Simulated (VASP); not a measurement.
Set up this calculation in VASP 6.6.1, as the native input.

```
Task                   : single point
Functional             : PBE
Dispersion             : D3(BJ)
Potentials or basis    : VASP PAW PBE potentials, release 64 (O_h, C_h, S)
Cutoff                 : 1000 eV
k mesh                 : 1 × 1 × 1
Occupations            : fermi-dirac, width 0.05 eV
Spin                   : no spin polarisation
Dipole correction      : no
Further INCAR settings : LREAL = Auto; ALGO = Normal; EDIFF = 1e-06; NBANDS = 120
```

The structure of CSO lies in POSCAR:

```
CSO
1.0
    9.6420030000      0.0000000000      0.0000000000
    0.0000000000      9.6420030000      0.0000000000
    0.0000000000      0.0000000000      9.6420030000
O C S
12 12 12
Direct
    0.2518563830      0.7128498093     -0.0476457018
    0.5521155718      0.6416612814      0.6334057353
    0.1255133399      0.3525512282      0.3498443218
    0.5672369113      0.5514932945      0.9018872946
    0.8964734817      0.7653803883      0.9732728770
    0.0679215719      0.0307923571      0.3076642893
    0.9952496385      0.5396181685      0.6502798226
    0.8836649397      0.3554033327      0.1724434228
    0.2906346327      0.5589917365      0.4600496391
    0.7211260980     -0.0475005038     -0.0456544143
    0.7634928137      0.6186266484      0.2864964883
    0.4603400352      0.2855941862      0.5625802025
    0.2777742343      0.7596658080      0.0585459266
    0.5271933643      0.7352103085      0.7152040919
    0.1384774512      0.2850548792      0.4512962711
    0.4656086500      0.4918791251      0.8663034019
    0.9668945343      0.8241544833      0.8872741483
    0.1107135105      0.0967018990      0.2177659559
    0.8942021694      0.4846607079      0.6871912402
    0.8470024330      0.3165835978      0.2870150528
    0.3431859542      0.4935903878      0.3735530885
    0.6586390815      0.0586600108     -0.0191557708
    0.7747041771      0.7212609247      0.3543143473
    0.4526860238      0.1910598866      0.4937770710
    0.2963284703      0.8057765591      0.2127358807
    0.5267888840      0.8946481348      0.7352517936
    0.1815494146      0.2066686766      0.5971684514
    0.3310515460      0.4111593825      0.8317670094
    1.0378963790      0.8884357327      0.7596346942
    0.2191868225      0.1778157505      0.1293403456
    0.7861437089      0.3816323227      0.7455089985
    0.7894210363      0.2756792339      0.4337895352
    0.4592199359      0.4173095569      0.2736775751
    0.6122483057      0.2057663745      0.0261978761
    0.7479151375      0.8700163234      0.4268200290
    0.4490664440      0.0784276877      0.3869527939
```

One way to write it, as run:

INCAR

```
PREC = Accurate
ENCUT = 1000
EDIFF = 1E-6
ISMEAR = -1
SIGMA = 0.05
LREAL = Auto
LASPH = True
NELM = 120
ALGO = Normal
ISIF = 2
LWAVE = False
LCHARG = False
GGA = PE
IVDW = 12
NBANDS = 120
GGA_COMPAT = False
```

KPOINTS

```
Automatic mesh
0
Gamma
  1 1 1
```

Potentials or basis: VASP PAW PBE potentials, release 64 (O_h, C_h, S).

The run is started by

```console
$ cat potpaw_PBE.64/O_h/POTCAR potpaw_PBE.64/C_h/POTCAR potpaw_PBE.64/S/POTCAR > POTCAR
$ mpirun -np 1 vasp_gam > vasp.out
```

Results of the run:

- Pressure: 0.2 GPa
- Largest force: 5.857 eV/Å
- Band gap on the k mesh: 3.20 eV
- Dispersion energy per atom: -0.093 eV

Caveat: the k points lie up to 0.65 Å⁻¹ apart; the atoms stand as in a frame of molecular dynamics.

Wall time 12 min on 1 thread of Intel(R) Xeon(R) Platinum 8259CL CPU @ 2.50GHz (Skylake/Cascade Lake) (shared host), peak memory 1.6 GiB.
